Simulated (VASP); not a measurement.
# Y2AlN3 (P1) in VASP: relaxation of cell and atoms with PBE

Aim: the relaxation of cell and atoms of Y2AlN3 with PBE.

All numbers are computed with VASP 6.6.1; they aren't measurements. Logs are shortened: lines on timing, memory, paths and dates and some standing lists are left out, and cuts for length are marked.

### Step 1. The cell of the first run

The typed cell holds 12 atoms: a = 3.351 Å, b = 5.870 Å, c = 8.047 Å, α = 91.61°, β = 88.71°, γ = 89.98°.

### Step 2. Relaxation of cell and atoms, PBE

File INCAR:

```
SYSTEM = Y2AlN3
PREC     = Accurate       ! precision mode
ENCUT    = 600            ! plane-wave cutoff, eV
EDIFF    = 1E-6           ! SCF threshold, eV
ISMEAR   = 0              ! smearing method
SIGMA    = 0.1            ! smearing width, eV
LREAL    = .False.        ! projectors in reciprocal space
LASPH    = .True.         ! aspherical terms in the spheres
NELM     = 60             ! most SCF steps
ALGO     = Normal         ! electronic algorithm
ISIF     = 3              ! what is computed and relaxed
LWAVE    = .False.        ! write WAVECAR
LCHARG   = .False.        ! write CHGCAR
GGA      = PE             ! functional
IBRION   = 2              ! ionic algorithm
NSW      = 80             ! ionic steps
EDIFFG   = -0.025         ! ionic threshold
```

File KPOINTS:

```
regular mesh
0
Gamma
  4 2 2
  0 0 0
```

File POSCAR:

```
Y2AlN3
1.0
    3.3511483087      0.0009330068      0.0376809005
    0.0016160152      5.8692865994     -0.0818602048
    0.0906819231     -0.1137395874      8.0452004499
Y Al N
4 2 6
Direct
    0.9309965470      0.3398602820      0.7044151830
    0.4793512712      0.8080372681      0.6769755183
    0.4948099180      0.1316748174      0.3690464144
    1.0937313696      0.6577672199      0.2887545338
    0.9774606245      0.0354165278      0.9717853799
    0.4772546422      0.4980208872      0.9706707115
    1.0443913642      0.3499455524      0.1465398912
    0.4514695544      0.8184578895      0.0969807812
    0.5954581781      0.1761280786      0.8556859188
    1.0302800404      0.6829069342      0.8750111577
   -0.0075974766     -0.0335212085      0.5189455295
    0.4323939669      0.5353057512      0.5251889807
```

Potentials or basis: VASP PAW PBE potentials, release 64 (Y_sv, Al, N).

Command:

```bash
cat potpaw_PBE.64/Y_sv/POTCAR potpaw_PBE.64/Al/POTCAR potpaw_PBE.64/N/POTCAR > POTCAR
mpirun -np 1 vasp_std > vasp.out
```

OUTCAR:

```text
SYSTEM = Y2AlN3
   PREC = Accurate
   ENCUT = 600
   EDIFF = 1E-6
   ISMEAR = 0
   LREAL = .False.
   LASPH = .True.
   NELM = 60
   ISIF = 3
   GGA = PE
   IBRION = 2
   NSW = 80
   EDIFFG = -0.025

 ion  position               nearest neighbor table
   1  0.931  0.340  0.704-   9 1.92  10 2.43  12 2.49  12 2.53  11 2.62   6 2.74   9 2.75   5 2.84
                             6 2.98   2 3.15   3 3.30   2 3.32   3 3.45   2 3.47   2 3.62   4 3.90
   2  0.479  0.808  0.677-  12 1.99  10 2.30  11 2.30  11 2.33  10 2.59   9 2.60   6 3.02   5 3.14
                             1 3.15   3 3.16   5 3.19   1 3.32   1 3.47   4 3.50   1 3.62   4 3.79
   3  0.495  0.132  0.369-  11 2.28  11 2.31  12 2.66   7 2.72   8 2.83   7 2.87   4 3.15   2 3.16
                             1 3.30   4 3.45   1 3.45   4 3.47   5 3.58   5 3.70   4 3.75
   4  0.094  0.658  0.289-   7 2.12   8 2.17  12 2.37  11 2.57   8 2.85   6 2.97  12 2.99   3 3.15
                             6 3.44   3 3.45   5 3.45   3 3.47   2 3.50   3 3.75   2 3.79   1 3.90
   5  0.977  0.035  0.972-   9 1.81  10 2.20   8 2.30   7 2.30   8 2.40   9 2.41   1 2.84   2 3.14
                             6 3.19   6 3.19   2 3.19   4 3.45   3 3.58   3 3.70
   6  0.477  0.498  0.971-  10 2.03   8 2.11   9 2.11   7 2.20  10 2.28   7 2.56   1 2.74   4 2.97
                             1 2.98   2 3.02   5 3.19   5 3.19   4 3.44
   7  0.044  0.350  0.147-   4 2.12   6 2.20   5 2.30   6 2.56   3 2.72   3 2.87
   8  0.451  0.818  0.097-   6 2.11   4 2.17   5 2.30   5 2.40   3 2.83   4 2.85
   9  0.595  0.176  0.856-   5 1.81   1 1.92   6 2.11   5 2.41   2 2.60   1 2.75
  10  0.030  0.683  0.875-   6 2.03   5 2.20   6 2.28   2 2.30   1 2.43   2 2.59
  11  0.992  0.966  0.519-   3 2.28   2 2.30   3 2.31   2 2.33   4 2.57   1 2.62
  12  0.432  0.535  0.525-   2 1.99   4 2.37   1 2.49   1 2.53   3 2.66   4 2.99

  LATTYP: Found a triclinic cell.
 ALAT       =     8.6466270990
 B/A-ratio  =     0.3875916284
 C/A-ratio  =     0.6788609695
 COS(alpha) =     0.0003968596
 COS(beta)  =     0.0262797044
 COS(gamma) =     0.3666469933

  Lattice vectors:

 A1 = (  -3.2604663856,  -0.1146725942,   8.0075195494)
 A2 = (  -3.3511483087,  -0.0009330068,  -0.0376809005)
 A3 = (  -0.0016160152,  -5.8692865994,   0.0818602048)

Analysis of symmetry for initial positions (statically):
=====================================================================
 Subroutine PRICEL returns:
 Original cell was already a primitive cell.

 Routine SETGRP: Setting up the symmetry group for a
 triclinic supercell.

 Subroutine GETGRP returns: Found  1 space group operations
 (whereof  1 operations were pure point group operations)
 out of a pool of  2 trial point group operations.

The static configuration has the point symmetry C_1 .

Analysis of symmetry for dynamics (positions and initial velocities):
=====================================================================
 Subroutine PRICEL returns:
 Original cell was already a primitive cell.

 Routine SETGRP: Setting up the symmetry group for a
 triclinic supercell.

 Subroutine GETGRP returns: Found  1 space group operations
 (whereof  1 operations were pure point group operations)
 out of a pool of  2 trial point group operations.

The dynamic configuration has the point symmetry C_1 .

 Subroutine INISYM returns: Found  1 space group operations
 (whereof  1 operations are pure point group operations),
 and found     1 'primitive' translations

----------------------------------------------------------------------------------------

                                     Primitive cell

  volume of cell :     158.1886

  direct lattice vectors                    reciprocal lattice vectors
     3.351148309  0.000933007  0.037680901     0.298443057 -0.000129114 -0.003365743
     0.001616015  5.869286599 -0.081860205    -0.000074544  0.170412092  0.002410053
     0.090681923 -0.113739587  8.045200450    -0.001398561  0.001734554  0.124337997

  length of vectors
     3.351360277  5.869857655  8.046515406     0.298462063  0.170429150  0.124357960

  position of ions in fractional coordinates (direct lattice)
     0.930996547  0.339860282  0.704415183
     0.479351271  0.808037268  0.676975518
     0.494809918  0.131674817  0.369046414
     0.093731370  0.657767220  0.288754534
     0.977460624  0.035416528  0.971785380
     0.477254642  0.498020887  0.970670711
     0.044391364  0.349945552  0.146539891
     0.451469554  0.818457890  0.096980781
     0.595458178  0.176128079  0.855685919
     0.030280040  0.682906934  0.875011158
     0.992402523  0.966478792  0.518945530
     0.432393967  0.535305751  0.525188981

  ion indices of the primitive-cell ions
   primitive index   ion index
                 1           1
                 2           2
                 3           3
                 4           4
                 5           5
                 6           6
                 7           7
                 8           8
                 9           9
                10          10
                11          11
                12          12

----------------------------------------------------------------------------------------

 KPOINTS: regular mesh

Automatic generation of k-mesh.
 Grid dimensions read from file:
 generate k-points for:    4    2    2

 Generating k-lattice:

  Cartesian coordinates                     Fractional coordinates (reciprocal lattice)
     0.074610764 -0.000032279 -0.000841436     0.250000000  0.000000000  0.000000000
    -0.000037272  0.085206046  0.001205027     0.000000000  0.500000000 -0.000000000
    -0.000699281  0.000867277  0.062168999     0.000000000  0.000000000  0.500000000

  Length of vectors
     0.074615516  0.085214575  0.062178980

  Shift w.r.t. Gamma in fractional coordinates (k-lattice)
     0.000000000  0.000000000  0.000000000

 Subroutine IBZKPT returns following result:
 ===========================================

 Found     12 irreducible k-points:

 Following reciprocal coordinates:
            Coordinates               Weight
  0.000000  0.000000  0.000000      1.000000
  0.250000  0.000000  0.000000      2.000000
  0.500000  0.000000  0.000000      1.000000
 -0.000000  0.500000 -0.000000      1.000000
  0.250000  0.500000 -0.000000      2.000000
  0.500000  0.500000 -0.000000      1.000000
  0.000000  0.000000  0.500000      1.000000
  0.250000  0.000000  0.500000      2.000000
  0.500000  0.000000  0.500000      1.000000
 -0.000000  0.500000  0.500000      1.000000
  0.250000  0.500000  0.500000      2.000000
  0.500000  0.500000  0.500000      1.000000
   k-points           NKPTS =     12   k-points in BZ     NKDIM =     12   number of bands    NBANDS=     48
   number of dos      NEDOS =    301   number of ions     NIONS =     12
   total plane-waves  NPLWV =  86016
   dimension x,y,z NGX =    28 NGY =   48 NGZ =   64
   dimension x,y,z NGXF=    56 NGYF=   96 NGZF=  128
   ions per type =               4   2   6
   NGX,Y,Z   is equivalent  to a cutoff of  13.89, 13.59, 13.22 a.u.
   NGXF,Y,Z  is equivalent  to a cutoff of  27.78, 27.19, 26.45 a.u.
 SYSTEM =  Y2AlN3
   PREC   = accura    normal or accurate (medium, high low for compatibility)
   ISTART =      0    job   : 0-new  1-cont  2-samecut
   ICHARG =      2    charge: 1-file 2-atom 10-const
   ISPIN  =      1    spin polarized calculation?
   LNONCOLLINEAR =      F non collinear calculations
   LSORBIT =      F    spin-orbit coupling
   LASPH  =      T    aspherical Exc in radial PAW
   ENCUT  =  600.0 eV  44.10 Ry    6.64 a.u.   6.69 11.72 16.07*2*pi/ulx,y,z
   NELM   =     60;   NELMIN=  2; NELMDL= -5     # of ELM steps
   EDIFF  = 0.1E-05   stopping-criterion for ELM
   LREAL  =      F    real-space projection
   EDIFFG = -.3E-01   stopping-criterion for IOM
   NSW    =     80    number of steps for IOM
   IBRION =      2    ionic relax: 0-MD 1-quasi-New 2-CG
   NFREE  =      1    steps in history (QN), initial steepest desc. (CG)
   ISIF   =      3    stress and relaxation
   ISYM   =      2    0-nonsym 1-usesym 2-fastsym
   POTIM  = 0.5000    time-step for ionic-motion
   TEBEG  =    0.0;   TEEND  =   0.0 temperature during run
   PSTRESS=    0.0 pullay stress
   NELECT =      80.0000    total number of electrons
   NUPDOWN=      -1.0000    fix difference up-down
   EMIN   =  10.00;   EMAX   =-10.00  energy-range for DOS
   EFERMI =   0.00;   METHOD = LEGACY
   ISMEAR =     0;   SIGMA  =   0.10  broadening in eV -4-tet -1-fermi 0-gaus
   EFERMI_NEDOS =   21; number of points for ismear=-14 and -15
   IALGO  =     38    algorithm
   IMIX   =      4    mixing-type and parameters
     AMIX     =   0.40;   BMIX     =  1.00
     AMIX_MAG =   1.60;   BMIX_MAG =  1.00
  volume/ion in A,a.u.               =      13.18        88.96
  Fermi-wavevector in a.u.,A,eV,Ry     =   1.304307  2.464783 23.146457  1.701217
  Thomas-Fermi vector in A             =   2.435251
   LORBIT       =      0    0 simple, 1 ext, 2 COOP (PROOUT), +10 PAW based schemes
   GGA     = PE    functional components
   LHFCALC =     F    Hartree Fock is set to
   AEXX    =    0.0000 exact exchange contribution
   IVDW    =     0    specifies the selected vdW correction
   LEPSILON=     F    determine dielectric tensor
   LRPA    =     F    only Hartree local field effects (RPA)
 conjugate gradient relaxation of ions
 non-spin polarized calculation
 Gauss-broadening in eV      SIGMA  =   0.10
  energy-cutoff  :      600.00
  volume of cell :      158.19
 maximum number of plane-waves:      5303
 NGX is ok and might be reduce to    28
   NGX = 13   NGY = 23   NGZ = 33

--------------------------------------- Ionic step        1  -------------------------------------------

 number of electron      80.0000002 magnetization

 Free energy of the ion-electron system (eV)
  ---------------------------------------------------
  ext. energy  EPLUGINS =         0.00000000
  ---------------------------------------------------
  free energy    TOTEN  =       -93.23341111 eV

  energy without entropy =      -93.23284654  energy(sigma->0) =      -93.23312882

------------------------ aborting loop because EDIFF is reached ----------------------------------------

  FORCE on cell =-STRESS in cart. coord.  units (eV):
  Direction    XX          YY          ZZ          XY          YZ          ZX
  --------------------------------------------------------------------------------------
  -------------------------------------------------------------------------------------
  Total        8.0167517      3.9723598     11.4574443      4.5219285     -0.5921448     -5.4841827
  in kB       81.1958716     40.2331559    116.0441560     45.7993385     -5.9974062    -55.5453144
  external PRESSURE =      79.1577279 kB  Pullay stress =       0.0000000 kB
[... 119 lines left out ...]
  FREE ENERGIE OF THE ION-ELECTRON SYSTEM (eV)
  ---------------------------------------------------
  free  energy   TOTEN  =       -97.1118936658 eV

  energy  without entropy=      -97.1118812904  energy(sigma->0) =      -97.11188748

[... ionic steps 4 to 23 ...]

--------------------------------------- Ionic step       24  -------------------------------------------

 number of electron      80.0000003 magnetization

------------------------ aborting loop because EDIFF is reached ----------------------------------------
[... 87 lines left out ...]
--------------------------------------- Ionic step       26  -------------------------------------------

 number of electron      80.0000003 magnetization

 Free energy of the ion-electron system (eV)
  ---------------------------------------------------
  ext. energy  EPLUGINS =         0.00000000
  ---------------------------------------------------
  free energy    TOTEN  =       -99.56521740 eV

  energy without entropy =      -99.56519417  energy(sigma->0) =      -99.56520579

 E-fermi :   5.8093     XC(G=0): -11.4699

 val. band max:        5.5694441280   @ k =   0.0000   0.0000   0.0000
 cond. band min:       6.0687142178   @ k =   0.5000   0.5000  -0.0000
 fundamental gap:      0.4992700897
 Fermi energy:         5.8092819024

 k-point     1 :       0.0000    0.0000    0.0000
  band No.  band energies     occupation
      1     -35.3772      2.00000
      2     -35.3179      2.00000
      3     -35.2238      2.00000
      4     -35.2061      2.00000
      5     -16.2697      2.00000
      6     -16.0776      2.00000
[... 640 lines left out ...]
  FREE ENERGIE OF THE ION-ELECTRON SYSTEM (eV)
  ---------------------------------------------------
  free  energy   TOTEN  =       -99.5652174044 eV

  energy  without entropy=      -99.5651941688  energy(sigma->0) =      -99.56520579

 reached required accuracy - stopping structural energy minimisation
```

It took 37 min on 1 thread of Oxide Virtual Turin-like, shared host; peak memory 0.32 GiB.

Results:

| Item | Value |
| --- | --- |
| Free energy | -99.5652 eV |
| Relaxed volume | 12.64 Å³/atom |
| Relaxed cell | a = 3.327 Å, b = 5.722 Å, c = 7.967 Å, α = 90.24°, β = 89.95°, γ = 90.07° |
| Space group after relaxing (to 0.1 Å) | P-3m1 (No. 164) |
| Energy gained by relaxing | 527.7 meV/atom |
| Ionic steps | 26 |
| Pressure after relaxing | 0.0 GPa |
| Largest force after relaxing | 0.019 eV/Å |
| Band gap on the k mesh | 0.50 eV |

Forces on the atoms (eV/Å):
```
Y    0.007  0.013  0.005
Y   -0.001 -0.013  0.013
Y   -0.014  0.006 -0.007
Y    0.003 -0.004 -0.012
Al  -0.006  0.003  0.007
Al   0.018 -0.007 -0.003
N   -0.011  0.007  0.004
N   -0.006  0.000 -0.001
N    0.002 -0.009 -0.004
N    0.000 -0.001  0.001
N   -0.002  0.009 -0.002
N    0.011 -0.002  0.000
```

Step by step:
| step | energy change (eV) | largest force (eV/Å) | pressure (GPa) | volume (Å³) |
| --- | --- | --- | --- | --- |
| 1 | 0.0000 | 7.9185 | 7.92 | 158.19 |
| 2 | -3.7258 | 2.4740 | -14.41 | 173.40 |
| 3 | -3.8785 | 2.3526 | -11.70 | 169.52 |
| 4 | -5.4072 | 2.0933 | 5.69 | 149.77 |
| 5 | -5.4161 | 1.9945 | 4.21 | 150.93 |
| 6 | -5.9452 | 1.2353 | 1.27 | 152.03 |
| 7 | -5.9635 | 1.3552 | 0.88 | 152.28 |
| 8 | -6.1982 | 0.6189 | -1.94 | 154.08 |
| 9 | -6.2097 | 0.6149 | -2.54 | 154.57 |
| 10 | -6.2669 | 0.4852 | 1.85 | 150.58 |
| 11 | -6.2699 | 0.4527 | 1.01 | 151.27 |
| 12 | -6.3032 | 0.3062 | 0.17 | 151.80 |
| 13 | -6.3053 | 0.2776 | -0.08 | 151.98 |
| 14 | -6.3208 | 0.1524 | -0.32 | 152.06 |
| 15 | -6.3217 | 0.1893 | -0.38 | 152.08 |
| 16 | -6.3268 | 0.0941 | 0.41 | 151.37 |
| 17 | -6.3268 | 0.0875 | 0.49 | 151.29 |
| 18 | -6.3294 | 0.0937 | -0.20 | 151.84 |
| 19 | -6.3295 | 0.0905 | -0.16 | 151.82 |
| 20 | -6.3308 | 0.0368 | -0.05 | 151.72 |
| 21 | -6.3308 | 0.0445 | -0.03 | 151.70 |
| 22 | -6.3314 | 0.0336 | 0.09 | 151.60 |
| 23 | -6.3314 | 0.0330 | 0.12 | 151.57 |
| 24 | -6.3316 | 0.0258 | -0.13 | 151.77 |
| 25 | -6.3316 | 0.0265 | -0.10 | 151.75 |
| 26 | -6.3318 | 0.0193 | 0.00 | 151.66 |

Final structure:
```
Y Al N
1.0
     3.32655   -0.00394    0.00261
    -0.00020    5.72243   -0.01548
     0.00120   -0.01208    7.96688
Y Al N
4 2 6
Direct
  0.99842 0.33431 0.68200
  0.50052 0.83456 0.68172
  0.50227 0.16550 0.31797
  0.99977 0.66547 0.31828
  0.00457 0.99984 0.99992
  0.49366 0.50055 0.00002
  0.00295 0.33048 0.14032
  0.49983 0.83059 0.14017
  0.49766 0.16952 0.85971
  0.00046 0.66943 0.85984
  0.00072 0.99973 0.50010
  0.49917 0.50001 0.49995
```

Caveat: the k points lie up to 0.55 Å⁻¹ apart in the final cell; semilocal functionals underestimate gaps, and a narrow one can read as zero.
